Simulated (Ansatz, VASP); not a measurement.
## Two plane-wave programs on Co

```xyz
2
Lattice="2.5684 0.0000 0.0000 -1.2842 2.2243 0.0000 0.0000 0.0000 4.1712" Properties=species:S:1:pos:R:3 pbc="T T T"
Co    0.0000    1.4829    1.0428
Co    1.2842    0.7414    3.1284
```

Change from the starting cell: volume scaled by 1.06, PAW files.

Alike in both runs: task electric field gradients; functional PBE; k mesh 19 × 19 × 10; occupations fermi-dirac, width 0.05 eV; collinear spin.

|  | VASP | Ansatz |
| --- | --- | --- |
| version | VASP 6.6.1 | Ansatz 0.2.0 |
| potentials or method | VASP PAW PBE potentials, release 64 (Co) | PAW with Ansatz's default frozen-core files, scalar-relativistic |
| plane-wave cutoff (eV) | 520 | 420 |
| valence electrons in the cell | 18 | 34 |

Ansatz gave:

```
pressure (GPa)                                                : -15.8
traceless stress, the component that is largest in VASP (GPa) : -0.35
net moment per atom (μB)                                      : 1.69
size of the moment on the site where the two differ most (μB) : 1.77
size of Vzz on the site where it differs most (V/Å²)          : 2.0
```

Q: What did VASP give for the same quantities?

A: Pressure (GPa): -16.0; traceless stress, the component that is largest in VASP (GPa): -0.51; net moment per atom (μB): 1.68; size of the moment on the site where the two differ most (μB): 1.72; size of Vzz on the site where it differs most (V/Å²): 2.1.

Site moments also hang on the region over which each program counts them. The functional is the same, so the differences come from potentials, cutoffs and numerics. VASP's potentials hold 18 valence electrons a cell and Ansatz's 34, so a difference there can come from the potentials and not from the codes.
